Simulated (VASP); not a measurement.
# YAlSi (Cmcm) in VASP: relaxation of cell and atoms with LDA

Aim: the relaxation of cell and atoms of YAlSi with LDA.

Everything below comes from runs of VASP 6.6.1. Logs are shortened: lines on timing, memory, paths and dates and some standing lists are left out, and cuts for length are marked.

## Step 1: The cell of the first run

Symmetry: Cmcm, No. 63, orthorhombic system. The conventional cell has a = 4.005 Å, b = 10.315 Å, c = 5.723 Å, α = 90.00°, β = 90.00°, γ = 90.00°. Within 3.8 Å of Y (site symmetry m2m) lie 5 Si at 2.92 to 3.03 Å and 6 Al at 3.18 to 3.46 Å and 4 Y at 3.67 Å. Within 3.5 Å of Al (site symmetry 2/m) lie 4 Si at 2.66 Å and 2 Al at 2.86 Å and 6 Y at 3.18 to 3.46 Å. Si (site symmetry m2m) has 4 Al at 2.66 Å and 5 Y at 2.92 to 3.03 Å within 3.5 Å.

## Step 2: Relaxation of cell and atoms, LDA

Input file INCAR:

```
SYSTEM = YAlSi
  PREC = Accurate
  ENCUT = 600
  EDIFF = 1E-7
  ISMEAR = 0
  SIGMA = 0.1
  LREAL = .FALSE.
  LASPH = .TRUE.
  NELM = 100
  ALGO = Normal
  ISIF = 3
  LWAVE = .FALSE.
  LCHARG = .FALSE.
  IBRION = 2
  NSW = 70
  EDIFFG = -0.005
```

Input file KPOINTS:

```
Automatic mesh
0
G
  10 10 6
  0 0 0
```

Input file POSCAR:

```
YAlSi
1.0
    2.0022518378     -5.1576832241      0.0000000000
    2.0022518378      5.1576832241      0.0000000000
    0.0000000000      0.0000000000      5.7231955457
Y Al Si
2 2 2
Direct
    0.6948721768      0.3051278232      0.7500000000
    0.3051278232      0.6948721768      0.2500000000
    0.0000000000      0.0000000000      0.5000000000
    0.0000000000      0.0000000000      0.0000000000
    0.4011398038      0.5988601962      0.7500000000
    0.5988601962      0.4011398038      0.2500000000
```

Potentials or basis: VASP PAW LDA potentials, release 64 (Y_sv, Al, Si).

Started as:

```
$ cat potpaw_LDA.64/Y_sv/POTCAR potpaw_LDA.64/Al/POTCAR potpaw_LDA.64/Si/POTCAR > POTCAR
$ mpirun -np 1 vasp_std > vasp.out
```

OUTCAR:

```text
SYSTEM = YAlSi
   PREC = Accurate
   ENCUT = 600
   EDIFF = 1E-7
   ISMEAR = 0
   LREAL = .FALSE.
   LASPH = .TRUE.
   NELM = 100
   ISIF = 3
   IBRION = 2
   NSW = 70
   EDIFFG = -0.005

 ion  position               nearest neighbor table
   1  0.695  0.305  0.750-   5 2.92   5 2.92   6 3.03   6 3.03   5 3.03   3 3.18   4 3.18   3 3.18
                             4 3.18   3 3.46   4 3.46   2 3.67   2 3.67   2 3.67   2 3.67
   2  0.305  0.695  0.250-   6 2.92   6 2.92   5 3.03   5 3.03   6 3.03   4 3.18   3 3.18   4 3.18
                             3 3.18   3 3.46   4 3.46   1 3.67   1 3.67   1 3.67   1 3.67
   3  0.000  0.000  0.500-   6 2.66   5 2.66   6 2.66   5 2.66   4 2.86   4 2.86   1 3.18   2 3.18
                             2 3.18   1 3.18   1 3.46   2 3.46
   4  0.000  0.000  0.000-   6 2.66   5 2.66   6 2.66   5 2.66   3 2.86   3 2.86   1 3.18   2 3.18
                             2 3.18   1 3.18   1 3.46   2 3.46
   5  0.401  0.599  0.750-   3 2.66   4 2.66   3 2.66   4 2.66   1 2.92   1 2.92   2 3.03   2 3.03
                             1 3.03
   6  0.599  0.401  0.250-   3 2.66   4 2.66   3 2.66   4 2.66   2 2.92   2 2.92   1 3.03   1 3.03
                             2 3.03

  LATTYP: Found a base centered orthorhombic cell.
 ALAT       =     4.0045036756
 B/A-ratio  =     2.5759413110
 C/A-ratio  =     1.4291897347

  Lattice vectors:

 A1 = (   2.0022518378,  -5.1576832241,   0.0000000000)
 A2 = (   2.0022518378,   5.1576832241,   0.0000000000)
 A3 = (   0.0000000000,   0.0000000000,   5.7231955457)

Analysis of symmetry for initial positions (statically):
=====================================================================
 Subroutine PRICEL returns:
 Original cell was already a primitive cell.

 Routine SETGRP: Setting up the symmetry group for a
 base centered orthorhombic supercell.

 Subroutine GETGRP returns: Found  8 space group operations
 (whereof  4 operations were pure point group operations)
 out of a pool of  8 trial point group operations.

The static configuration has the point symmetry C_2h.
 The point group associated with its full space group is D_2h.

Analysis of symmetry for dynamics (positions and initial velocities):
=====================================================================
 Subroutine PRICEL returns:
 Original cell was already a primitive cell.

 Routine SETGRP: Setting up the symmetry group for a
 base centered orthorhombic supercell.

 Subroutine GETGRP returns: Found  8 space group operations
 (whereof  4 operations were pure point group operations)
 out of a pool of  8 trial point group operations.

The dynamic configuration has the point symmetry C_2h.
 The point group associated with its full space group is D_2h.

 Subroutine INISYM returns: Found  8 space group operations
 (whereof  4 operations are pure point group operations),
 and found     1 'primitive' translations

----------------------------------------------------------------------------------------

                                     Primitive cell

  volume of cell :     118.2067

  direct lattice vectors                    reciprocal lattice vectors
     2.002251838 -5.157683224  0.000000000     0.249718837 -0.096942751  0.000000000
     2.002251838  5.157683224  0.000000000     0.249718837  0.096942751  0.000000000
     0.000000000  0.000000000  5.723195546     0.000000000  0.000000000  0.174727561

  length of vectors
     5.532694521  5.532694521  5.723195546     0.267875707  0.267875707  0.174727561

  position of ions in fractional coordinates (direct lattice)
     0.694872177  0.305127823  0.750000000
     0.305127823  0.694872177  0.250000000
     0.000000000  0.000000000  0.500000000
     0.000000000  0.000000000  0.000000000
     0.401139804  0.598860196  0.750000000
     0.598860196  0.401139804  0.250000000

  ion indices of the primitive-cell ions
   primitive index   ion index
                 1           1
                 2           2
                 3           3
                 4           4
                 5           5
                 6           6

----------------------------------------------------------------------------------------

 KPOINTS: Automatic mesh

Automatic generation of k-mesh.
 Grid dimensions read from file:
 generate k-points for:   10   10    6

 Generating k-lattice:

  Cartesian coordinates                     Fractional coordinates (reciprocal lattice)
     0.024971884 -0.009694275  0.000000000     0.100000000  0.000000000  0.000000000
     0.024971884  0.009694275  0.000000000     0.000000000  0.100000000  0.000000000
     0.000000000  0.000000000  0.029121260     0.000000000  0.000000000  0.166666667

  Length of vectors
     0.026787571  0.026787571  0.029121260

  Shift w.r.t. Gamma in fractional coordinates (k-lattice)
     0.000000000  0.000000000  0.000000000

 Subroutine IBZKPT returns following result:
 ===========================================

 Found    124 irreducible k-points:

 Following reciprocal coordinates:
            Coordinates               Weight
  0.000000  0.000000  0.000000      1.000000
  0.100000  0.000000  0.000000      4.000000
  0.200000  0.000000  0.000000      4.000000
  0.300000  0.000000  0.000000      4.000000
  0.400000 -0.000000  0.000000      4.000000
  0.500000  0.000000  0.000000      2.000000
[... 16 lines left out ...]
  0.300000  0.300000  0.000000      2.000000
  0.400000  0.300000  0.000000      4.000000
 [... further k-points ...]
   k-points           NKPTS =    124   k-points in BZ     NKDIM =    124   number of bands    NBANDS=     22
   number of dos      NEDOS =    301   number of ions     NIONS =      6
   total plane-waves  NPLWV = 110592
   dimension x,y,z NGX =    48 NGY =   48 NGZ =   48
   dimension x,y,z NGXF=    96 NGYF=   96 NGZF=   96
   ions per type =               2   2   2
   NGX,Y,Z   is equivalent  to a cutoff of  14.42, 14.42, 13.94 a.u.
   NGXF,Y,Z  is equivalent  to a cutoff of  28.85, 28.85, 27.89 a.u.
 SYSTEM =  YAlSi
   PREC   = accura    normal or accurate (medium, high low for compatibility)
   ISTART =      0    job   : 0-new  1-cont  2-samecut
   ICHARG =      2    charge: 1-file 2-atom 10-const
   ISPIN  =      1    spin polarized calculation?
   LNONCOLLINEAR =      F non collinear calculations
   LSORBIT =      F    spin-orbit coupling
   LASPH  =      T    aspherical Exc in radial PAW
   ENCUT  =  600.0 eV  44.10 Ry    6.64 a.u.  11.05 11.05 11.43*2*pi/ulx,y,z
   NELM   =    100;   NELMIN=  2; NELMDL= -5     # of ELM steps
   EDIFF  = 0.1E-06   stopping-criterion for ELM
   LREAL  =      F    real-space projection
   EDIFFG = -.5E-02   stopping-criterion for IOM
   NSW    =     70    number of steps for IOM
   IBRION =      2    ionic relax: 0-MD 1-quasi-New 2-CG
   NFREE  =      1    steps in history (QN), initial steepest desc. (CG)
   ISIF   =      3    stress and relaxation
   ISYM   =      2    0-nonsym 1-usesym 2-fastsym
   POTIM  = 0.5000    time-step for ionic-motion
   TEBEG  =    0.0;   TEEND  =   0.0 temperature during run
   PSTRESS=    0.0 pullay stress
   NELECT =      36.0000    total number of electrons
   NUPDOWN=      -1.0000    fix difference up-down
   EMIN   =  10.00;   EMAX   =-10.00  energy-range for DOS
   EFERMI =   0.00;   METHOD = LEGACY
   ISMEAR =     0;   SIGMA  =   0.10  broadening in eV -4-tet -1-fermi 0-gaus
   EFERMI_NEDOS =   21; number of points for ismear=-14 and -15
   IALGO  =     38    algorithm
   IMIX   =      4    mixing-type and parameters
     AMIX     =   0.40;   BMIX     =  1.00
     AMIX_MAG =   1.60;   BMIX_MAG =  1.00
  volume/ion in A,a.u.               =      19.70       132.95
  Fermi-wavevector in a.u.,A,eV,Ry     =   1.101442  2.081424 16.506245  1.213175
  Thomas-Fermi vector in A             =   2.237869
   LORBIT       =      0    0 simple, 1 ext, 2 COOP (PROOUT), +10 PAW based schemes
   GGA     = CA    functional components
   LHFCALC =     F    Hartree Fock is set to
   AEXX    =    0.0000 exact exchange contribution
   IVDW    =     0    specifies the selected vdW correction
   LEPSILON=     F    determine dielectric tensor
   LRPA    =     F    only Hartree local field effects (RPA)
 conjugate gradient relaxation of ions
 non-spin polarized calculation
 Gauss-broadening in eV      SIGMA  =   0.10
  energy-cutoff  :      600.00
  volume of cell :      118.21
 maximum number of plane-waves:      3987
 NGX is ok and might be reduce to    48
   NGX = 23   NGY = 23   NGZ = 23

--------------------------------------- Ionic step        1  -------------------------------------------

 number of electron      36.0000001 magnetization

 Free energy of the ion-electron system (eV)
  ---------------------------------------------------
  ext. energy  EPLUGINS =         0.00000000
  ---------------------------------------------------
  free energy    TOTEN  =       -38.30173199 eV

  energy without entropy =      -38.29157726  energy(sigma->0) =      -38.29665462

------------------------ aborting loop because EDIFF is reached ----------------------------------------

  FORCE on cell =-STRESS in cart. coord.  units (eV):
  Direction    XX          YY          ZZ          XY          YZ          ZX
  --------------------------------------------------------------------------------------
  -------------------------------------------------------------------------------------
  Total       -3.2585081     -3.5574215     -3.2842946      0.0000000     -0.0000000      0.0000000
  in kB      -44.1659357    -48.2174193    -44.5154469      0.0000000     -0.0000000      0.0000000
  external PRESSURE =     -45.6329339 kB  Pullay stress =       0.0000000 kB
[... 265 lines left out ...]
  energy  without entropy=      -38.3799241176  energy(sigma->0) =      -38.38507285

--------------------------------------- Ionic step        8  -------------------------------------------

 number of electron      36.0000000 magnetization

 Free energy of the ion-electron system (eV)
  ---------------------------------------------------
  ext. energy  EPLUGINS =         0.00000000
  ---------------------------------------------------
  free energy    TOTEN  =       -38.39024485 eV

  energy without entropy =      -38.37994331  energy(sigma->0) =      -38.38509408

 E-fermi :   6.5406     XC(G=0): -10.7387

 val. band max:        6.5253155115   @ k =   0.2000   0.0000   0.1667
 cond. band min:       6.5466209437   @ k =   0.5000   0.1000   0.1667
 fundamental gap:      0.0213054323
 Fermi energy:         6.5405773718

 k-point     1 :       0.0000    0.0000    0.0000
  band No.  band energies     occupation
      1     -35.2849      2.00000
      2     -35.2398      2.00000
      3     -15.6671      2.00000
      4     -15.5523      2.00000
      5     -15.5489      2.00000
      6     -15.4487      2.00000
[... 574 lines left out ...]
      6     -15.4963      2.00000
[... 14 lines left out ...]
     21       8.3372      0.00000
     22       9.1428      0.00000

 [... further k-points ...]

------------------------ aborting loop because EDIFF is reached ----------------------------------------

  FORCE on cell =-STRESS in cart. coord.  units (eV):
  Direction    XX          YY          ZZ          XY          YZ          ZX
  --------------------------------------------------------------------------------------
  -------------------------------------------------------------------------------------
  Total       -0.0161983      0.0045200      0.0002658      0.0000000     -0.0000000      0.0000000
  in kB       -0.2311079      0.0644888      0.0037925      0.0000000     -0.0000000      0.0000000
  external PRESSURE =      -0.0542755 kB  Pullay stress =       0.0000000 kB
[... 21 lines left out ...]
  FREE ENERGIE OF THE ION-ELECTRON SYSTEM (eV)
  ---------------------------------------------------
  free  energy   TOTEN  =       -38.3902448511 eV

  energy  without entropy=      -38.3799433104  energy(sigma->0) =      -38.38509408

 reached required accuracy - stopping structural energy minimisation
```

It took 48 min on 1 thread of Intel Xeon Platinum 8259CL at 2.50GHz (Skylake/Cascade Lake), shared host; peak memory 0.61 GiB.

Results:

| Property | Result |
| --- | --- |
| Free energy | -38.3902 eV |
| Relaxed volume | 18.72 Å³/atom |
| Relaxed cell | a = 5.428 Å, b = 5.428 Å, c = 5.627 Å, α = 90.00°, β = 90.00°, γ = 137.36° |
| Space group after relaxing (to 0.05 Å) | Cmcm (No. 63) |
| Energy gained by relaxing | 14.8 meV/atom |
| Ionic steps | 8 |
| Pressure after relaxing | 0.0 GPa |
| Band gap on the k mesh | zero (band 18 reaches 7.17 eV, above the bottom of band 19 at 5.96 eV) |

Step by step:
| step | energy change (eV) | largest force (eV/Å) | pressure (GPa) | volume (Å³) |
| --- | --- | --- | --- | --- |
| 1 | 0.0000 | 0.0386 | -4.56 | 118.21 |
| 2 | -0.0535 | 0.0757 | 3.30 | 108.86 |
| 3 | -0.0880 | 0.0455 | 0.00 | 112.32 |
| 4 | -0.0880 | 0.0456 | 0.10 | 112.20 |
| 5 | -0.0884 | 0.0222 | 0.10 | 112.19 |
| 6 | -0.0885 | 0.0041 | 0.10 | 112.18 |
| 7 | -0.0885 | 0.0016 | -0.08 | 112.39 |
| 8 | -0.0885 | 0.0013 | -0.01 | 112.30 |

Final structure:
```xyz
6
Lattice="1.9733 -5.0567 0.0000 1.9733 5.0567 0.0000 0.0000 0.0000 5.6268" Properties=species:S:1:pos:R:3 pbc="T T T"
Y     1.9733   -1.9735    4.2201
Y     1.9733    1.9735    1.4067
Al    0.0000    0.0000    2.8134
Al    1.9733    5.0567    0.0000
Si    1.9733    1.0050    4.2201
Si    1.9733   -1.0050    1.4067
```

Levels at points of the mesh, in eV from the Fermi level:
```csv
k point,band 15,band 16,band 17,band 18,band 19,band 20,band 21,band 22
"(0.00, 0.00, 0.00)",-1.91,-1.78,-1.18,-0.75,0.90,1.11,1.94,2.18
"(0.50, 0.00, 0.00)",-2.60,-1.96,-1.75,-1.05,-0.13,0.97,2.49,3.56
"(0.50, 0.50, 0.00)",-1.50,-1.31,-0.37,0.35,0.76,1.58,2.26,2.38
"(0.00, 0.00, 0.50)",-2.17,-2.17,-0.92,-0.92,1.18,1.18,1.58,1.58
"(0.50, 0.00, 0.50)",-1.96,-1.96,-1.06,-1.06,1.09,1.09,2.09,2.09
"(0.50, 0.50, 0.50)",-1.55,-1.55,-0.53,-0.53,1.14,1.14,1.31,1.31
```

LDA usually gives volumes a few per cent too small. Zero-point motion and thermal expansion aren't in these numbers.
